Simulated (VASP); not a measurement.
# BaTiO3 in VASP: a series of runs, part 3 of 3

VASP 6.6.1. The steps go on from the part before.

### 4 Electric field gradients, LDA (12.58 Å³/atom)

This run uses another cell than the first one, of 12.58 Å³/atom.

INCAR reads:

```
SYSTEM = BaTiO3
ALGO     = Normal         ! electronic algorithm
EDIFF    = 1E-8           ! SCF threshold, eV
ENCUT    = 520            ! plane-wave cutoff, eV
ISIF     = 2              ! what is computed and relaxed
ISMEAR   = -1             ! smearing method
LASPH    = .TRUE.         ! aspherical terms in the spheres
LCHARG   = .FALSE.        ! write CHGCAR
LEFG     = .TRUE.       
LREAL    = .FALSE.        ! projectors in reciprocal space
LWAVE    = .FALSE.        ! write WAVECAR
NBANDS   = 28             ! bands
NELM     = 60             ! most SCF steps
PREC     = Accurate       ! precision mode
SIGMA    = 0.05           ! smearing width, eV
```

KPOINTS reads:

```
k-points
0
G
  9 9 9
  0 0 0
```

POSCAR reads:

```
BaTiO3
1.0
    2.8086899470      1.6215978970      2.3021758936
   -2.8086899470      1.6215978970      2.3021758936
    0.0000000000     -3.2431957940      2.3021758936
Ba Ti O
1 1 3
Direct
    0.0000000000      0.0000000000      0.0000000000
    0.5140000000      0.5140000000      0.5140000000
    0.4916000000      0.4916000000      0.9815000000
    0.4916000000      0.9815000000      0.4916000000
    0.9815000000      0.4916000000      0.4916000000
```

Potentials or basis: VASP PAW LDA potentials, release 64 (Ba_sv, Ti_sv, O).

On the command line:

```
> cat potpaw_LDA.64/Ba_sv/POTCAR potpaw_LDA.64/Ti_sv/POTCAR potpaw_LDA.64/O/POTCAR > POTCAR
> mpirun -np 1 vasp_std > vasp.out
```

OUTCAR:

```text
SYSTEM = BaTiO3
   EDIFF = 1E-8
   ENCUT = 520
   ISIF = 2
   ISMEAR = -1
   LASPH = .TRUE.
   LREAL = .FALSE.
   NELM = 60
   PREC = Accurate

 ion  position               nearest neighbor table
   1  0.000  0.000  0.000-   4 2.77   5 2.77   3 2.77   3 2.81   3 2.81   4 2.81   5 2.81   5 2.81
                             4 2.81   5 2.86   4 2.86   3 2.86   2 3.36   2 3.41   2 3.41   2 3.41
   2  0.514  0.514  0.514-   4 1.86   5 1.86   3 1.86   4 2.12   5 2.12   3 2.12   1 3.36   1 3.41
                             1 3.41   1 3.41   1 3.47   1 3.47   1 3.47   1 3.55
   3  0.492  0.492  0.981-   2 1.86   2 2.12   1 2.77   1 2.81   1 2.81   1 2.86
   4  0.492  0.981  0.492-   2 1.86   2 2.12   1 2.77   1 2.81   1 2.81   1 2.86
   5  0.981  0.492  0.492-   2 1.86   2 2.12   1 2.77   1 2.81   1 2.81   1 2.86

  LATTYP: Found a trigonal (rhomboedric) cell.
 ALAT       =     3.9772267729
 COS(alpha) =     0.0025827226

  Lattice vectors:

 A1 = (   2.8086899470,   1.6215978970,   2.3021758936)
 A2 = (  -2.8086899470,   1.6215978970,   2.3021758936)
 A3 = (   0.0000000000,  -3.2431957940,   2.3021758936)

Analysis of symmetry for initial positions (statically):
=====================================================================
 Subroutine PRICEL returns:
 Original cell was already a primitive cell.

 Routine SETGRP: Setting up the symmetry group for a
 trigonal (rhombohedral) supercell.

 Subroutine GETGRP returns: Found  6 space group operations
 (whereof  6 operations were pure point group operations)
 out of a pool of 12 trial point group operations.

The static configuration has the point symmetry C_3v.
[... 924 lines left out ...]
  --------------------------------------------------------------------------------------
  -------------------------------------------------------------------------------------
  Total       -0.0617311     -0.0617311     -0.2450985      0.0000000      0.0000000      0.0000000
  in kB       -1.5720923     -1.5720923     -6.2418662      0.0000000      0.0000000      0.0000000
  external PRESSURE =      -3.1286836 kB  Pullay stress =       0.0000000 kB

 VOLUME and BASIS-vectors are now :
 -----------------------------------------------------------------------------
  energy-cutoff  :      520.00
  volume of cell :       62.91
      direct lattice vectors                 reciprocal lattice vectors
     2.808689947  1.621597897  2.302175894     0.178018937  0.102779281  0.144790558
    -2.808689947  1.621597897  2.302175894    -0.178018937  0.102779281  0.144790558
     0.000000000 -3.243195794  2.302175894     0.000000000 -0.205558563  0.144790558

 POSITION                                       TOTAL-FORCE (eV/Angst)
 -----------------------------------------------------------------------------------
      0.00000      0.00000      0.00000         0.000000     -0.000000      0.093557
      0.00000      0.00000      3.54996         0.000000     -0.000000     -0.240525
      0.00000     -1.58884      4.52308         0.000000     -0.239357      0.048989
     -1.37598      0.79442      4.52308        -0.207289      0.119679      0.048989
      1.37598      0.79442      4.52308         0.207289      0.119679      0.048989
 -----------------------------------------------------------------------------------
    total drift:                               -0.000000      0.000002     -0.001289

  FREE ENERGIE OF THE ION-ELECTRON SYSTEM (eV)
  ---------------------------------------------------
  free  energy   TOTEN  =       -44.1551702901 eV

  energy  without entropy=      -44.1551702901  energy(sigma->0) =      -44.15517029

 Electric field gradients (V/A^2)
---------------------------------------------------------------------
 ion       V_xx      V_yy      V_zz      V_xy      V_xz      V_yz
---------------------------------------------------------------------
   1      -1.753    -1.753     3.506     0.000    -0.000    -0.000
   2      -5.648    -5.648    11.296    -0.000    -0.000     0.000
   3      -8.168     6.141     2.027    -0.000    -0.000   -11.396
   4       2.564    -4.591     2.027    -6.196    -9.869     5.698
   5       2.564    -4.591     2.027     6.196     9.869     5.698
---------------------------------------------------------------------

 Electric field gradients after diagonalization (V/A^2)
 (convention: |V_zz| > |V_xx| > |V_yy|)
----------------------------------------------------------------------
 ion       V_xx      V_yy      V_zz     asymmetry (V_yy - V_xx)/ V_zz
----------------------------------------------------------------------
   1      -1.753    -1.753     3.506       0.000
   2      -5.648    -5.648    11.296       0.000
   3      -8.168    -7.496    15.664       0.043
   4      -8.168    -7.496    15.664       0.043
   5      -8.168    -7.496    15.664       0.043
----------------------------------------------------------------------

           NMR quadrupolar parameters

 Cq : quadrupolar parameter    Cq=e*Q*V_zz/h
 eta: asymmetry parameters     (V_yy - V_xx)/ V_zz
 Q  : nuclear electric quadrupole moment in mb (millibarn)
----------------------------------------------------------------------
 ion       Cq(MHz)       eta       Q (mb)
----------------------------------------------------------------------
   1       0.008       0.000       1.000
   2       0.027       0.000       1.000
   3       0.038       0.043       1.000
   4       0.038       0.043       1.000
   5       0.038       0.043       1.000
----------------------------------------------------------------------
```

OSZICAR:

```text
N       E                     dE             d eps       ncg     rms          rms(c)
DAV:   1     0.428469284216E+03    0.42847E+03   -0.21083E+04  4760   0.155E+03
DAV:   2    -0.859753358945E+01   -0.43707E+03   -0.41572E+03  5428   0.427E+02
DAV:   3    -0.522116162981E+02   -0.43614E+02   -0.43208E+02  6532   0.133E+02
DAV:   4    -0.543366121213E+02   -0.21250E+01   -0.21207E+01  7196   0.251E+01
DAV:   5    -0.543896476520E+02   -0.53036E-01   -0.53026E-01  6392   0.329E+00    0.239E+01
DAV:   6    -0.444911356142E+02    0.98985E+01   -0.54809E+01  7188   0.685E+01    0.104E+01
DAV:   7    -0.443629441276E+02    0.12819E+00   -0.10557E+01  6488   0.245E+01    0.743E+00
DAV:   8    -0.441600636143E+02    0.20288E+00   -0.73151E-01  5808   0.823E+00    0.323E+00
DAV:   9    -0.441773582138E+02   -0.17295E-01   -0.25616E-01  6812   0.376E+00    0.137E+00
DAV:  10    -0.441570190178E+02    0.20339E-01   -0.12951E-01  5252   0.398E+00    0.429E-01
DAV:  11    -0.441552276783E+02    0.17913E-02   -0.11419E-02  6464   0.835E-01    0.967E-02
DAV:  12    -0.441554101199E+02   -0.18244E-03   -0.16899E-03  7084   0.357E-01    0.142E-01
DAV:  13    -0.441551722717E+02    0.23785E-03   -0.91865E-04  6124   0.317E-01    0.165E-02
DAV:  14    -0.441551702354E+02    0.20363E-05   -0.37302E-05  5828   0.517E-02    0.652E-03
DAV:  15    -0.441551703866E+02   -0.15116E-06   -0.27080E-06  6112   0.114E-02    0.255E-03
DAV:  16    -0.441551703194E+02    0.67141E-07   -0.20074E-07  5860   0.404E-03    0.922E-04
DAV:  17    -0.441551702917E+02    0.27793E-07   -0.53085E-08  5980   0.214E-03    0.555E-04
DAV:  18    -0.441551702901E+02    0.15420E-08   -0.91610E-09  3948   0.944E-04
   1 F= -.44155170E+02 E0= -.44155170E+02  d E =-.869082E-11
```

stdout:

```text
POSCAR found type information on POSCAR BaTiO
 POSCAR found :  3 types and       5 ions
 scaLAPACK will be used
 LDA part: xc-table for (Slater(with rela. corr.)+CA(PZ))
 , standard interpolation
 POSCAR, INCAR and KPOINTS ok, starting setup
 FFT: planning ... GRIDC
 FFT: planning ... GRID_SOFT
 FFT: planning ... GRID
 WAVECAR not read
 entering main loop
ion   1

ion   2

ion   3

ion   4
     0.0000293     0.5498065    -0.7291939    -0.6644443     1.2630009    -0.3174310
     0.0000403     0.5498065    -0.7291939    -0.6644443     1.2630009    -0.3174310
     0.0000555     0.5498065    -0.7291939    -0.6644443     1.2630008    -0.3174309
     0.0000765     0.5498065    -0.7291938    -0.6644443     1.2630008    -0.3174309

     0.0000293     3.9426298    -3.9348534    -1.7928381     6.8153661    -2.2762784
     0.0000403     3.9426290    -3.9348526    -1.7928379     6.8153647    -2.2762779
     0.0000555     3.9426275    -3.9348513    -1.7928374     6.8153623    -2.2762771
     0.0000765     3.9426251    -3.9348490    -1.7928366     6.8153583    -2.2762757

ion   5
     0.0000293    -0.5498065    -0.7291939    -0.6644443    -1.2630009    -0.3174310
     0.0000403    -0.5498065    -0.7291939    -0.6644443    -1.2630009    -0.3174310
     0.0000555    -0.5498065    -0.7291939    -0.6644443    -1.2630008    -0.3174309
     0.0000765    -0.5498065    -0.7291938    -0.6644443    -1.2630008    -0.3174309

     0.0000293    -3.9426298    -3.9348534    -1.7928381    -6.8153661    -2.2762784
     0.0000403    -3.9426290    -3.9348526    -1.7928379    -6.8153647    -2.2762779
     0.0000555    -3.9426275    -3.9348513    -1.7928374    -6.8153623    -2.2762771
     0.0000765    -3.9426251    -3.9348490    -1.7928366    -6.8153583    -2.2762757
```

Run time: 95 s. Hardware: 1 thread of Intel Xeon Platinum 8559C (Emerald Rapids), shared host; peak memory 0.26 GiB.

What came out:

```
Free energy                             : -44.1552 eV
Pressure                                : -0.3 GPa
Largest force                           : 0.244 eV/Å
Band gap on the k mesh                  : 2.35 eV (least direct gap 2.68 eV)
Largest electric field gradient by atom : Ba +3.5; Ti +11.3; O +15.7 V/Å²
```

Forces in eV/Å, atoms in the order of the input:
```
Ba   0.000  0.000  0.094
Ti   0.000  0.000 -0.241
O    0.000 -0.239  0.049
O   -0.207  0.120  0.049
O    0.207  0.120  0.049
```

Electric field gradients, principal values (V/Å²):
| atom | least | middle | greatest (by size) |
| --- | --- | --- | --- |
| 1 Ba | -1.753 | -1.753 | 3.506 |
| 2 Ti | -5.648 | -5.648 | 11.296 |
| 3 O | -7.496 | -8.168 | 15.664 |
| 4 O | -7.496 | -8.168 | 15.664 |
| 5 O | -7.496 | -8.168 | 15.664 |

Caveat: without QUAD_EFG the Cq values of the log hold for a quadrupole moment of 1 mb, not for the nuclei; spin-orbit coupling is left out, which moves the levels of the heavy elements.

### 5 The runs side by side

```tsv
cell	gap on the mesh (eV)	pressure (GPa)	largest force (eV/Å)
a = 4.079, b = 3.967, c = 3.966 Å, angles 89.9, 90.3, 89.3°, 5 atoms	2.26	-3.6	0.32
a = 3.922 Å, angles 89.9°, 5 atoms	2.45	8.2	0.72
a = 3.977 Å, angles 89.9°, 5 atoms	2.35	-0.3	0.24
```

Alike in all rows: task electric field gradients; level LDA; potentials or basis VASP PAW LDA potentials, release 64 (Ba_sv, Ti_sv, O); no spin polarisation; k mesh 9 × 9 × 9; cutoff (eV) 520; smearing fermi-dirac 0.05 eV.

Caveats: spin-orbit coupling is left out, which moves the levels of the heavy elements; the cell stands under tension (at least some runs); the cell stands under pressure (at least some runs).

Total energies depend on the potentials used, so only differences within one code and one set of settings carry meaning.
